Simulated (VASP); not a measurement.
# Ti4C in VASP: a series of runs

Runs on Ti4C. Level: PBE. Tasks: single point.

All numbers are computed with VASP 6.6.1; they aren't measurements. Logs are shortened: lines on timing, memory, paths and dates and some standing lists are left out, and cuts for length are marked.

### Step 1. The cell of the first run

The cell holds a slab with vacuum, 5 atoms: a = 3.256 Å, b = 3.256 Å, c = 20.180 Å, α = 90.00°, β = 90.00°, γ = 90.00°.

### Step 2. Single point, PBE

INCAR reads:

```
SYSTEM = Ti4C
PREC     = Accurate       ! precision mode
ENCUT    = 520            ! plane-wave cutoff, eV
EDIFF    = 1E-6           ! SCF threshold, eV
ISMEAR   = 0              ! smearing method
SIGMA    = 0.1            ! smearing width, eV
LREAL    = .False.        ! projectors in reciprocal space
LASPH    = .True.         ! aspherical terms in the spheres
NELM     = 100            ! most SCF steps
ALGO     = Normal         ! electronic algorithm
ISIF     = 2              ! what is computed and relaxed
LWAVE    = .False.        ! write WAVECAR
LCHARG   = .True.         ! write CHGCAR
LDIPOL   = .True.       
IDIPOL   = 3            
DIPOL    = 0.5 0.5 0.354
GGA      = PE             ! functional
LELF     = .True.         ! ELF
LVHAR    = .True.       
LVACPOTAV= .True.       
NBANDS   = 34             ! bands
```

KPOINTS reads:

```
regular mesh
0
Gamma
  8 8 1
  0 0 0
```

POSCAR reads:

```
Ti4C
1.0
    3.2555055347      0.0000000000      0.0000000000
    0.0000000000      3.2555055347      0.0000000000
    0.0000000000      0.0000000000     20.1798089631
Ti C
4 1
Direct
    0.5000000000      0.5000000000      0.1982179320
    0.0000000000      0.0000000000      0.2788803788
    0.5000000000      0.5000000000      0.3551905195
    0.0000000000      0.0000000000      0.4301234456
    0.1250000000      0.2500000000      0.5051817833
```

Potentials or basis: VASP PAW PBE potentials, release 64 (Ti_sv, C).

Command:

```
$ cat potpaw_PBE.64/Ti_sv/POTCAR potpaw_PBE.64/C/POTCAR > POTCAR
$ mpirun -np 1 vasp_std > vasp.out
```

OUTCAR:

```text
SYSTEM = Ti4C
   PREC = Accurate
   ENCUT = 520
   EDIFF = 1E-6
   ISMEAR = 0
   LREAL = .False.
   LASPH = .True.
   NELM = 100
   ISIF = 2
   GGA = PE

 ion  position               nearest neighbor table
   1  0.500  0.500  0.198-   2 2.82   2 2.82   2 2.82   2 2.82
   2  0.000  0.000  0.279-   3 2.77   3 2.77   3 2.77   3 2.77   1 2.82   1 2.82   1 2.82   1 2.82

   3  0.500  0.500  0.355-   4 2.75   4 2.75   4 2.75   4 2.75   2 2.77   2 2.77   2 2.77   2 2.77

   4  0.000  0.000  0.430-   5 1.77   3 2.75   3 2.75   3 2.75   3 2.75
   5  0.125  0.250  0.505-   4 1.77

  LATTYP: Found a simple tetragonal cell.
 ALAT       =     3.2555055347
 C/A-ratio  =     6.1986713732

  Lattice vectors:

 A1 = (   3.2555055347,   0.0000000000,   0.0000000000)
 A2 = (   0.0000000000,   3.2555055347,   0.0000000000)
 A3 = (   0.0000000000,   0.0000000000,  20.1798089631)

Analysis of symmetry for initial positions (statically):
=====================================================================
 Subroutine PRICEL returns:
 Original cell was already a primitive cell.

 Routine SETGRP: Setting up the symmetry group for a
 simple tetragonal supercell.

 Subroutine GETGRP returns: Found  1 space group operations
 (whereof  1 operations were pure point group operations)
 out of a pool of 16 trial point group operations.

The static configuration has the point symmetry C_1 .

Analysis of symmetry for dynamics (positions and initial velocities):
=====================================================================
 Subroutine PRICEL returns:
 Original cell was already a primitive cell.

 Routine SETGRP: Setting up the symmetry group for a
 simple tetragonal supercell.

 Subroutine GETGRP returns: Found  1 space group operations
 (whereof  1 operations were pure point group operations)
 out of a pool of 16 trial point group operations.

The dynamic configuration has the point symmetry C_1 .

 Subroutine INISYM returns: Found  1 space group operations
 (whereof  1 operations are pure point group operations),
 and found     1 'primitive' translations

----------------------------------------------------------------------------------------

                                     Primitive cell

  volume of cell :     213.8720

  direct lattice vectors                    reciprocal lattice vectors
     3.255505535  0.000000000  0.000000000     0.307171955  0.000000000  0.000000000
     0.000000000  3.255505535  0.000000000     0.000000000  0.307171955  0.000000000
     0.000000000  0.000000000 20.179808963     0.000000000  0.000000000  0.049554483

  length of vectors
     3.255505535  3.255505535 20.179808963     0.307171955  0.307171955  0.049554483

  position of ions in fractional coordinates (direct lattice)
     0.500000000  0.500000000  0.198217932
     0.000000000  0.000000000  0.278880379
     0.500000000  0.500000000  0.355190519
     0.000000000  0.000000000  0.430123446
     0.125000000  0.250000000  0.505181783

  ion indices of the primitive-cell ions
   primitive index   ion index
                 1           1
                 2           2
                 3           3
                 4           4
                 5           5

----------------------------------------------------------------------------------------

 KPOINTS: regular mesh

Automatic generation of k-mesh.
 Grid dimensions read from file:
 generate k-points for:    8    8    1

 Generating k-lattice:

  Cartesian coordinates                     Fractional coordinates (reciprocal lattice)
     0.038396494  0.000000000  0.000000000     0.125000000  0.000000000  0.000000000
     0.000000000  0.038396494  0.000000000     0.000000000  0.125000000  0.000000000
     0.000000000  0.000000000  0.049554483     0.000000000  0.000000000  1.000000000

  Length of vectors
     0.038396494  0.038396494  0.049554483

  Shift w.r.t. Gamma in fractional coordinates (k-lattice)
     0.000000000  0.000000000  0.000000000

 Subroutine IBZKPT returns following result:
 ===========================================

 Found     34 irreducible k-points:

 Following reciprocal coordinates:
            Coordinates               Weight
  0.000000  0.000000  0.000000      1.000000
  0.125000  0.000000  0.000000      2.000000
  0.000000  0.125000  0.000000      2.000000
  0.250000  0.000000  0.000000      2.000000
  0.000000  0.250000  0.000000      2.000000
  0.375000  0.000000  0.000000      2.000000
[... 16 lines left out ...]
 -0.250000  0.250000  0.000000      2.000000
  0.375000  0.250000  0.000000      2.000000
 [... further k-points ...]
   k-points           NKPTS =     34   k-points in BZ     NKDIM =     34   number of bands    NBANDS=     34
   number of dos      NEDOS =    301   number of ions     NIONS =      5
   total plane-waves  NPLWV =  86400
   dimension x,y,z NGX =    24 NGY =   24 NGZ =  150
   dimension x,y,z NGXF=    48 NGYF=   48 NGZF=  300
   ions per type =               4   1
   NGX,Y,Z   is equivalent  to a cutoff of  12.26, 12.26, 12.36 a.u.
   NGXF,Y,Z  is equivalent  to a cutoff of  24.51, 24.51, 24.71 a.u.
 SYSTEM =  Ti4C
   PREC   = accura    normal or accurate (medium, high low for compatibility)
   ISTART =      0    job   : 0-new  1-cont  2-samecut
   ICHARG =      2    charge: 1-file 2-atom 10-const
   ISPIN  =      1    spin polarized calculation?
   LNONCOLLINEAR =      F non collinear calculations
   LSORBIT =      F    spin-orbit coupling
   LASPH  =      T    aspherical Exc in radial PAW
   ENCUT  =  520.0 eV  38.22 Ry    6.18 a.u.   6.05  6.05 37.52*2*pi/ulx,y,z
   NELM   =    100;   NELMIN=  2; NELMDL= -5     # of ELM steps
   EDIFF  = 0.1E-05   stopping-criterion for ELM
   LREAL  =      F    real-space projection
   EDIFFG = 0.1E-04   stopping-criterion for IOM
   NSW    =      0    number of steps for IOM
   IBRION =     -1    ionic relax: 0-MD 1-quasi-New 2-CG
   NFREE  =      0    steps in history (QN), initial steepest desc. (CG)
   ISIF   =      2    stress and relaxation
   ISYM   =      2    0-nonsym 1-usesym 2-fastsym
   POTIM  = 0.5000    time-step for ionic-motion
   TEBEG  =    0.0;   TEEND  =   0.0 temperature during run
   PSTRESS=    0.0 pullay stress
   NELECT =      52.0000    total number of electrons
   NUPDOWN=      -1.0000    fix difference up-down
   EMIN   =  10.00;   EMAX   =-10.00  energy-range for DOS
   EFERMI =   0.00;   METHOD = LEGACY
   ISMEAR =     0;   SIGMA  =   0.10  broadening in eV -4-tet -1-fermi 0-gaus
   EFERMI_NEDOS =   21; number of points for ismear=-14 and -15
   IALGO  =     38    algorithm
   IMIX   =      4    mixing-type and parameters
     AMIX     =   0.40;   BMIX     =  1.00
     AMIX_MAG =   1.60;   BMIX_MAG =  1.00
  volume/ion in A,a.u.               =      42.77       288.66
  Fermi-wavevector in a.u.,A,eV,Ry     =   1.021781  1.930887 14.204987  1.044037
  Thomas-Fermi vector in A             =   2.155425
   LORBIT       =      0    0 simple, 1 ext, 2 COOP (PROOUT), +10 PAW based schemes
   GGA     = PE    functional components
   LHFCALC =     F    Hartree Fock is set to
   AEXX    =    0.0000 exact exchange contribution
   IVDW    =     0    specifies the selected vdW correction
   LEPSILON=     F    determine dielectric tensor
   LRPA    =     F    only Hartree local field effects (RPA)
 non-spin polarized calculation
 Gauss-broadening in eV      SIGMA  =   0.10
  energy-cutoff  :      520.00
  volume of cell :      213.87
 maximum number of plane-waves:      5810
   NGX = 13   NGY = 13   NGZ = 75

 number of electron      52.0000023 magnetization

 dipolmoment           0.000000      0.000000      0.210678 electrons x Angstroem

 Free energy of the ion-electron system (eV)
  ---------------------------------------------------
  ext. energy  EPLUGINS =         0.00000000
  ---------------------------------------------------
  free energy    TOTEN  =       -34.07325192 eV

  energy without entropy =      -34.02530872  energy(sigma->0) =      -34.04928032

 E-fermi :  -0.4310     XC(G=0):  -5.1755

 val. band max:       -0.4377058962   @ k =   0.0000   0.3750   0.0000
 cond. band min:      -0.4182828609   @ k =   0.3750   0.2500   0.0000
 fundamental gap:      0.0194230353
 Fermi energy:        -0.4310271637

 k-point     1 :       0.0000    0.0000    0.0000
  band No.  band energies     occupation
      1     -57.5143      2.00000
      2     -56.8376      2.00000
      3     -56.6840      2.00000
      4     -56.3237      2.00000
      5     -33.8634      2.00000
      6     -33.6778      2.00000
[... 26 lines left out ...]
     33       1.3795      0.00000
     34       1.5206      0.00000

 k-point     2 :       0.1250    0.0000    0.0000
  band No.  band energies     occupation
      1     -57.5123      2.00000
      2     -56.8304      2.00000
      3     -56.6870      2.00000
      4     -56.3240      2.00000
      5     -33.8647      2.00000
      6     -33.6886      2.00000
[... 26 lines left out ...]
     33       1.3091      0.00000
     34       1.7267      0.00000

 k-point     3 :       0.0000    0.1250    0.0000
  band No.  band energies     occupation
      1     -57.5123      2.00000
      2     -56.8304      2.00000
      3     -56.6870      2.00000
      4     -56.3240      2.00000
      5     -33.8647      2.00000
      6     -33.6953      2.00000
[... 26 lines left out ...]
     33       1.3633      0.00000
     34       1.5174      0.00000

 k-point     4 :       0.2500    0.0000    0.0000
  band No.  band energies     occupation
      1     -57.5074      2.00000
      2     -56.8110      2.00000
      3     -56.6964      2.00000
      4     -56.3248      2.00000
      5     -33.8690      2.00000
      6     -33.7342      2.00000
[... 26 lines left out ...]
     33       1.2022      0.00000
     34       1.6589      0.00000

 k-point     5 :       0.0000    0.2500    0.0000
  band No.  band energies     occupation
      1     -57.5074      2.00000
      2     -56.8110      2.00000
      3     -56.6964      2.00000
      4     -56.3246      2.00000
      5     -33.8689      2.00000
      6     -33.7422      2.00000
[... 621 lines left out ...]
 k-point    22 :       0.2500    0.2500    0.0000
  band No.  band energies     occupation
      1     -57.5015      2.00000
      2     -56.7916      2.00000
      3     -56.7033      2.00000
      4     -56.3225      2.00000
      5     -33.8606      2.00000
      6     -33.7390      2.00000
[... 26 lines left out ...]
     33       1.1926      0.00000
     34       2.0435      0.00000

 k-point    23 :      -0.2500    0.2500    0.0000
  band No.  band energies     occupation
      1     -57.5015      2.00000
      2     -56.7916      2.00000
      3     -56.7033      2.00000
      4     -56.3225      2.00000
      5     -33.8606      2.00000
      6     -33.7329      2.00000
[... 26 lines left out ...]
     33       1.2158      0.00000
     34       1.9596      0.00000

 k-point    24 :       0.3750    0.2500    0.0000
  band No.  band energies     occupation
      1     -57.4974      2.00000
      2     -56.7745      2.00000
      3     -56.7115      2.00000
      4     -56.3210      2.00000
      5     -33.8568      2.00000
      6     -33.7729      2.00000
[... 26 lines left out ...]
     33       1.3349      0.00000
     34       2.0344      0.00000

 [... further k-points ...]

------------------------ aborting loop because EDIFF is reached ----------------------------------------

  FORCE on cell =-STRESS in cart. coord.  units (eV):
  Direction    XX          YY          ZZ          XY          YZ          ZX
  --------------------------------------------------------------------------------------
  -------------------------------------------------------------------------------------
  Total       -1.3210391     -1.4230454     -0.2584606      0.6830778      2.9795862      1.7502806
  in kB       -9.8962879    -10.6604472     -1.9362033      5.1171346     22.3209467     13.1118610
  external PRESSURE =      -7.4976461 kB  Pullay stress =       0.0000000 kB

 VOLUME and BASIS-vectors are now :
 -----------------------------------------------------------------------------
  energy-cutoff  :      520.00
  volume of cell :      213.87
      direct lattice vectors                 reciprocal lattice vectors
     3.255505535  0.000000000  0.000000000     0.307171955  0.000000000  0.000000000
     0.000000000  3.255505535  0.000000000     0.000000000  0.307171955  0.000000000
     0.000000000  0.000000000 20.179808963     0.000000000  0.000000000  0.049554483

 POSITION                                       TOTAL-FORCE (eV/Angst)
 -----------------------------------------------------------------------------------
      1.62775      1.62775      4.00000        -0.064523     -0.075494      0.555489
      0.00000      0.00000      5.62775         0.097857      0.098388     -0.387015
      1.62775      1.62775      7.16768         0.008012      0.204975     -0.694351
      0.00000      0.00000      8.67981        -1.202816     -2.364829      0.447600
      0.40694      0.81388     10.19447         1.161470      2.136960      0.078277
 -----------------------------------------------------------------------------------
    total drift:                                0.000018      0.000060     -0.000200

  FREE ENERGIE OF THE ION-ELECTRON SYSTEM (eV)
  ---------------------------------------------------
  free  energy   TOTEN  =       -34.0732519174 eV

  energy  without entropy=      -34.0253087186  energy(sigma->0) =      -34.04928032

 vacuum level on the upper side and lower side of the slab         6.436         2.839
```

Run time: 9.4 min. Hardware: 1 thread of Intel Xeon Platinum 8375C at 2.90GHz (Ice Lake), shared host; peak memory 0.39 GiB.

Results:

* Free energy: -34.0733 eV
* Largest force: 2.691 eV/Å
* Band gap on the k mesh: zero (bands 26 and 27 overlap by 0.60 eV)

Forces in eV/Å, atoms in the order of the input:
```
Ti  -0.065 -0.075  0.555
Ti   0.098  0.098 -0.387
Ti   0.008  0.205 -0.694
Ti  -1.203 -2.365  0.448
C    1.161  2.137  0.078
```

Levels at points of the mesh, in eV from the Fermi level:
```tsv
k point	band 22	band 23	band 24	band 25	band 26	band 27	band 28	band 29	band 30	band 31
(0.00, 0.00, 0.00)	-1.84	-0.93	-0.34	0.22	0.30	0.92	0.93	0.98	1.11	1.29
(0.50, 0.00, 0.00)	-1.52	-0.53	-0.36	-0.13	0.03	0.16	0.54	1.00	1.16	1.39
(0.00, 0.50, 0.00)	-1.21	-0.42	-0.35	-0.14	-0.09	0.18	0.50	0.94	1.17	1.24
(0.50, 0.50, 0.00)	-0.77	-0.66	-0.59	-0.42	-0.38	-0.16	0.16	0.59	1.07	1.95
```

### Step 3. Single point, PBE

INCAR reads:

```
ALGO = Normal ; DIPOL = 0.5 0.5 0.346
EDIFF = 1E-6 ; ENCUT = 520
GGA = PE ; IDIPOL = 3
ISIF = 2 ; ISMEAR = 0
LASPH = True ; LCHARG = True
LDIPOL = True ; LELF = True
LREAL = False ; LVACPOTAV = True
LVHAR = True ; LWAVE = False
NBANDS = 34 ; NELM = 80
PREC = Accurate ; SIGMA = 0.1
```

KPOINTS reads:

```
k-points
0
Gamma
  8 8 1
```

Edit POSCAR of step 2 so:

```diff
@@ -12,2 +12,2 @@
     0.0000000000      0.0000000000      0.4301234456
-    0.1250000000      0.2500000000      0.5051817833
+    0.2500000000      0.3750000000      0.4682214831
```

Potentials or basis: VASP PAW PBE potentials, release 64 (Ti_sv, C).

Command:

```
$ cat potpaw_PBE.64/Ti_sv/POTCAR potpaw_PBE.64/C/POTCAR > POTCAR
$ mpirun -np 1 vasp_std > vasp.out
```

Wall time 9.3 min (1 thread of Intel Xeon Platinum 8375C at 2.90GHz (Ice Lake), shared host); peak memory 0.39 GiB.

The run converged. Its results:

```
Free energy            : -36.2459 eV
Largest force          : 6.779 eV/Å
Band gap on the k mesh : zero (bands 26 and 27 overlap by 0.54 eV)
```

Forces on the atoms (eV/Å):
```
Ti  -0.070 -0.078  0.431
Ti   0.109  0.180 -0.712
Ti  -0.135 -0.139 -0.013
Ti  -4.063 -5.316  0.220
C    4.159  5.353  0.074
```

Levels at points of the mesh, in eV from the Fermi level:
| k point | band 22 | band 23 | band 24 | band 25 | band 26 | band 27 | band 28 | band 29 | band 30 | band 31 |
| --- | --- | --- | --- | --- | --- | --- | --- | --- | --- | --- |
| (0.00, 0.00, 0.00) | -1.83 | -1.39 | -1.18 | 0.09 | 0.22 | 0.96 | 0.98 | 1.04 | 1.11 | 1.23 |
| (0.50, 0.00, 0.00) | -1.50 | -1.28 | -0.43 | -0.10 | 0.06 | 0.14 | 0.41 | 0.92 | 1.16 | 1.66 |
| (0.00, 0.50, 0.00) | -1.03 | -0.65 | -0.36 | -0.08 | 0.03 | 0.18 | 0.50 | 0.87 | 0.99 | 1.48 |
| (0.50, 0.50, 0.00) | -0.85 | -0.62 | -0.53 | -0.45 | -0.37 | 0.05 | 0.19 | 0.40 | 1.99 | 2.07 |

### Step 4. Single point, PBE

INCAR reads:

```
ALGO = Normal
DIPOL = 0.5 0.5 0.350
EDIFF = 1E-7
ENCUT = 520
GGA = PE
IDIPOL = 3
ISIF = 2
ISMEAR = 0
LASPH = True
LCHARG = False
LDIPOL = True
LREAL = False
LWAVE = False
NBANDS = 34
NELM = 60
PREC = Accurate
SIGMA = 0.1
```

KPOINTS is that of step 3.

Edit POSCAR of step 3 so:

```diff
@@ -12,2 +12,2 @@
     0.0000000000      0.0000000000      0.4301234456
-    0.2500000000      0.3750000000      0.4682214831
+    0.1250000000      0.3750000000      0.4871950002
```

Command:

```
$ cat potpaw_PBE.64/Ti_sv/POTCAR potpaw_PBE.64/C/POTCAR > POTCAR
$ mpirun -np 1 vasp_std > vasp.out
```

Wall time 9.2 min (1 thread of Intel Xeon Platinum 8375C at 2.90GHz (Ice Lake), shared host); peak memory 0.4 GiB.

It converged, with:

```yaml
Free_energy: -35.2029 eV
Largest_force: 4.201 eV/Å
Band_gap_on_the_k_mesh: zero (bands 26 and 27 overlap by 0.48 eV)
```

Forces in eV/Å, atoms in the order of the input:
```
Ti  -0.091 -0.081  0.528
Ti   0.131  0.144 -0.616
Ti  -0.114  0.092 -0.338
Ti  -1.451 -3.926  0.363
C    1.524  3.772  0.063
```

Levels at points of the mesh, in eV from the Fermi level:
| k point | band 22 | band 23 | band 24 | band 25 | band 26 | band 27 | band 28 | band 29 | band 30 | band 31 |
| --- | --- | --- | --- | --- | --- | --- | --- | --- | --- | --- |
| (0.00, 0.00, 0.00) | -1.85 | -1.13 | -0.79 | 0.19 | 0.22 | 0.91 | 0.95 | 0.99 | 1.15 | 1.26 |
| (0.50, 0.00, 0.00) | -1.65 | -0.98 | -0.44 | -0.13 | 0.07 | 0.19 | 0.44 | 0.98 | 1.19 | 1.43 |
| (0.00, 0.50, 0.00) | -0.87 | -0.53 | -0.27 | -0.11 | -0.04 | 0.22 | 0.43 | 0.87 | 0.97 | 1.25 |
| (0.50, 0.50, 0.00) | -0.75 | -0.62 | -0.55 | -0.38 | -0.26 | 0.07 | 0.24 | 0.65 | 1.77 | 1.97 |

### Step 5. Summary

```csv
cell,gap on the mesh (eV),largest force (eV/Å)
"as given, atomic positions A",none,2.69
"as given, atomic positions B",none,6.78
"as given, atomic positions C",none,4.20
```

Alike in all rows: task single point; level PBE; potentials or basis VASP PAW PBE potentials, release 64 (Ti_sv, C); no spin polarisation; k mesh 8 × 8 × 1; cutoff (eV) 520; smearing gaussian 0.1 eV.

Absolute energies hang on the potentials; compare differences alone.

The gap in the log of VASP goes by the Fermi energy; the results here count the filled bands.